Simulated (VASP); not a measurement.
Set up this calculation in VASP 6.6.1, as the native input.

* Task: single point
* Functional: PBE
* Dispersion: D3(BJ)
* Potentials or basis: VASP PAW PBE potentials, release 64 (Sr_sv, O, H)
* Cutoff: 520 eV
* k mesh: 3 × 3 × 1
* Occupations: gaussian, width 0.15 eV
* Spin: no spin polarisation
* Dipole correction: no
* Further INCAR settings: ALGO = Normal; EDIFF = 1e-07; NBANDS = 76

The structure of Sr12HO lies in POSCAR:

```
Sr12HO
1.0
    8.5984180000      0.0000000000      0.0000000000
    4.2992090000      7.4464490000      0.0000000000
    0.0000000000      0.0000000000     18.0205790000
Sr O H
12 1 1
Direct
    0.1666667136      0.1666666890      0.0554921127
    0.6666667136      0.1666666890      0.0554921127
    0.1666666890      0.6666666219      0.0554921127
    0.6666666890      0.6666666219      0.0554921127
   -0.1669638828      0.3306404167      0.2416301385
    0.3363238150      0.3306404167      0.2416301385
   -0.1715823141      0.8431649770      0.2459514758
    0.3344057079      0.8311889331      0.2385772954
   -0.0041234249      0.0071971217      0.4238697880
    0.4969267683      0.0071971217      0.4238697880
   -0.0285900817      0.5571807448      0.4192840308
    0.5030015715      0.4939972059      0.4204159034
   -0.1892741204      0.8785488224      0.3944972023
   -0.2694531247      1.0389065983      0.3624583872
```

One way to write it, as run:

INCAR

```
  PREC = Accurate
  ENCUT = 520
  EDIFF = 1E-7
  ISMEAR = 0
  SIGMA = 0.15
  LREAL = F
  LASPH = T
  NELM = 60
  ALGO = Normal
  ISIF = 2
  LWAVE = F
  LCHARG = F
  GGA = PE
  IVDW = 12
  NBANDS = 76
```

KPOINTS

```
regular mesh
0
Gamma
  3 3 1
```

Potentials or basis: VASP PAW PBE potentials, release 64 (Sr_sv, O, H).

Launch:

```console
$ cat potpaw_PBE.64/Sr_sv/POTCAR potpaw_PBE.64/O/POTCAR potpaw_PBE.64/H/POTCAR > POTCAR
$ mpirun -np 1 vasp_std > vasp.out
```

It gave:

```json
{"Largest force": "0.058 eV/Å", "Band gap on the k mesh": "zero (an odd number of electrons rules out a gap without spin polarisation)", "Dispersion energy per atom": "-0.137 eV"}
```

Caveat: an odd number of electrons without spin polarisation forces a metal; a magnetic or distorted state may lie lower.

Wall time 18 min on 1 thread of Intel(R) Xeon(R) Platinum 8259CL CPU @ 2.50GHz (Skylake/Cascade Lake), with other jobs on the host, peak memory 1.1 GiB.
